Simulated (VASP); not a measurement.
Wanted: the native input for a VASP 6.6.1 run.

```
Task                   : relaxation of cell and atoms
Functional             : PBEsol
Potentials or basis    : VASP PAW PBE potentials, release 64 (Sc_sv)
Cutoff                 : 500 eV
k mesh                 : 8 × 8 × 8
Occupations            : fermi-dirac, width 0.1 eV
Spin                   : no spin polarisation
Dipole correction      : no
Further INCAR settings : ALGO = Normal; EDIFF = 1e-07; IBRION = 2; EDIFFG = -0.03; NSW = 60; ISIF = 3
```

The structure of Sc lies in POSCAR:

```
Sc
1.0
    0.0000000000      2.3200000000      2.3200000000
    2.3200000000      0.0000000000      2.3200000000
    2.3200000000      2.3200000000      0.0000000000
Sc
1
Direct
    0.0000000000      0.0000000000      0.0000000000
```

This isn't the form of Sc at room conditions, which is hcp.

One way to write it, as run:

INCAR

```
ALGO = Normal
EDIFF = 1E-7
EDIFFG = -0.03
ENCUT = 500
GGA = PS
GGA_COMPAT = False
IBRION = 2
ISIF = 3
ISMEAR = -1
LASPH = True
LCHARG = False
LREAL = False
LWAVE = False
NELM = 120
NELMIN = 4
NSW = 60
PREC = Accurate
SIGMA = 0.1
```

KPOINTS

```
k-points
0
Gamma
  8 8 8
```

Potentials or basis: VASP PAW PBE potentials, release 64 (Sc_sv).

Launch:

```console
$ cat potpaw_PBE.64/Sc_sv/POTCAR > POTCAR
$ mpirun -np 1 vasp_std > vasp.out
```

Results of the run:

The relaxed volume is 23.69 Å³/atom, the relaxed cell is a = 3.224 Å, b = 3.224 Å, c = 3.224 Å, α = 60.00°, β = 60.00°, γ = 60.00° and the space group after relaxing (to 0.1 Å) is Fm-3m (No. 225). The energy gained by relaxing is 10.8 meV/atom, the ionic steps are 3 and the pressure after relaxing is 0.0 GPa. The band gap on the k mesh is zero (an odd number of electrons rules out a gap without spin polarisation).

Caveat: the PAW data sets were made with another functional, which shifts forces and pressure a little.

It took 10 s on 1 thread of AMD EPYC 7R13 Processor (Zen 3) (shared host), peak memory 0.11 GiB.
